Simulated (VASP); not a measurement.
Runs of VASP 6.6.1 on Pd. The structure is that of space group Fm-3m (No. 225), or close to it. The cells are those of the table. 

```tsv
task	cell	cutoff (eV)	gap on the mesh (eV)	pressure (GPa)
relaxation of cell and atoms	relaxed to 0.67 GPa from a = 2.786 Å, angles 60.0°, 1 atom	600	none	0.7
single point	a = 2.785 Å, angles 60.0°, 1 atom	520	none	(a)
single point	a = 2.789 Å, angles 60.0°, 1 atom	520	none	-0.3
single point	a = 2.786 Å, angles 60.0°, 1 atom	520	none	0.4
```

Alike in all rows: level PBE; potentials or basis VASP PAW PBE potentials, release 64 (Pd); no spin polarisation; k mesh 17 × 17 × 17; smearing fermi-dirac 0.08 eV.

Q: Fill in the values left out.

A: (a) 0.5.

Caveats: the cell is relaxed towards a set pressure, so the run minimises the enthalpy, not the energy (at least some runs).

A k mesh can miss the band edges, and the runs leave out spin-orbit coupling on Pd.

A gap of «none» marks levels without a gap at the run's occupations.
